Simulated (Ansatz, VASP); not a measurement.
# PbS: VASP beside Ansatz

INCAR

```
SYSTEM = PbS
ALGO = Normal
EDIFF = 1E-7
ENCUT = 520
GGA = RE
ISIF = 2
ISMEAR = 0
LASPH = .TRUE.
LCHARG = .TRUE.
LELF = .TRUE.
LREAL = .FALSE.
LVHAR = .TRUE.
LWAVE = .FALSE.
NBANDS = 17
NELM = 100
PREC = Accurate
SIGMA = 0.05
```

File KPOINTS:

```
k-points
0
G
  8 8 8
  0 0 0
```

POSCAR

```
PbS
1.0
    0.0000000000      3.0109382627      3.0109382627
    3.0109382627      0.0000000000      3.0109382627
    3.0109382627      3.0109382627      0.0000000000
Pb S
1 1
Direct
    0.5000000000      0.5000000000      0.5000000000
    0.0000000000      0.0000000000      0.0000000000
```

Input for Ansatz:

```yaml
crystal:
  lattice:
    - [0.0, 3.0109382627, 3.0109382627]
    - [3.0109382627, 0.0, 3.0109382627]
    - [3.0109382627, 3.0109382627, 0.0]
  atoms:
    - { symbol: Pb, position: [0.5, 0.5, 0.5] }
    - { symbol: S, position: [0.0, 0.0, 0.0] }
basis:
  ecutwfc: 420
  ecutrho_ratio: 4
kpoints:
  mp_grid: { grid: [8, 8, 8] }
hamiltonian:
  xc: revpbe
scf:
  occupations: { method: gaussian, width: 0.05 }
output:
  forces: true
  stress: true
  eigenvalues: true
```

Alike in both runs: task single point; functional revPBE; k mesh 8 × 8 × 8; occupations gaussian, width 0.05 eV; no spin polarisation.

```csv
,VASP,Ansatz
version,VASP 6.6.1,Ansatz 0.2.0
potentials or method,"VASP PAW PBE potentials, release 64 (Pb_d, S), cutoff 520 eV","scalar-relativistic, plane waves, PAW"
valence electrons in the cell,20,20
```

|  | VASP | Ansatz | Ansatz less VASP |
| --- | --- | --- | --- |
| gap on the k mesh at the Fermi level (eV) | 0.59 | 0.59 | -0.006 |
| least direct gap on the mesh (eV) | 0.59 | 0.59 | -0.006 |
| pressure (GPa) | 0.9 | 1.0 | +0.09 |

VASP's potentials were made for PBE, not for revPBE.

Spin-orbit coupling is off throughout.
